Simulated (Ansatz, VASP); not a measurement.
InAs in VASP and in Ansatz

INCAR

```
SYSTEM = InAs
PREC     = Accurate       ! precision mode
ENCUT    = 520            ! plane-wave cutoff, eV
EDIFF    = 1E-7           ! SCF threshold, eV
ISMEAR   = 0              ! smearing method
SIGMA    = 0.15           ! smearing width, eV
LREAL    = .False.        ! projectors in reciprocal space
LASPH    = .True.         ! aspherical terms in the spheres
NELM     = 100            ! most SCF steps
ALGO     = Normal         ! electronic algorithm
ISIF     = 2              ! what is computed and relaxed
LWAVE    = .False.        ! write WAVECAR
LCHARG   = .True.         ! write CHGCAR
GGA      = PS             ! functional
LELF     = .True.         ! ELF
LVHAR    = .True.       
NBANDS   = 16             ! bands
```

Contents of KPOINTS:

```
Automatic mesh
0
Gamma
  18 18 18
  0 0 0
```

File POSCAR:

```
InAs
1.0
    0.0000000000      3.0437329616      3.0893889560
    3.0437329616      0.0000000000      3.0893889560
    3.0437329616      3.0437329616      0.0000000000
In As
1 1
Direct
    0.0000000000      0.0000000000      0.0000000000
    0.7500000000      0.7500000000      0.7500000000
```

Input for Ansatz:

```yaml
crystal:
  lattice:
    - [0.0, 3.0437329616, 3.089388956]
    - [3.0437329616, 0.0, 3.089388956]
    - [3.0437329616, 3.0437329616, 0.0]
  atoms:
    - { symbol: In, position: [0.0, 0.0, 0.0] }
    - { symbol: As, position: [0.75, 0.75, 0.75] }
basis:
  ecutwfc: 420
kpoints:
  mp_grid: { grid: [18, 18, 18] }
hamiltonian:
  xc: pbesol
scf:
  occupations: { method: gaussian, width: 0.15 }
output:
  forces: true
  stress: true
  eigenvalues: true
  write_density: true
  write_potential: true
  elf: true
  volumetric_format: npy
```

Change from the starting cell: strain +0.000 along x and y, +0.015 along z, atoms carried along.

Alike in both runs: task single point; functional PBEsol; k mesh 18 × 18 × 18; occupations gaussian, width 0.15 eV; no spin polarisation.

|  | VASP | Ansatz |
| --- | --- | --- |
| version | VASP 6.6.1 | Ansatz 0.2.0 |
| potentials or method | VASP PAW PBE potentials, release 64 (In_d, As), cutoff 520 eV | scalar-relativistic, plane waves, PAW |
| valence electrons in the cell | 18 | 28 |

VASP gave:

| Property | Result |
| --- | --- |
| gap on the k mesh at the Fermi level (eV) | none |
| pressure (GPa) | -0.7 |
| traceless stress, the component that is largest in VASP (GPa) | -0.36 |

Task: Estimate Ansatz's values.

Result: gap on the k mesh at the Fermi level (eV): none; pressure (GPa): -0.8; traceless stress, the component that is largest in VASP (GPa): -0.36.

VASP's potentials were made for PBE, not for PBEsol. A gap of «none» marks a metal or a gap that the smearing closes. VASP's potentials hold 18 valence electrons a cell and Ansatz's 28, so a difference there can come from the potentials and not from the codes.
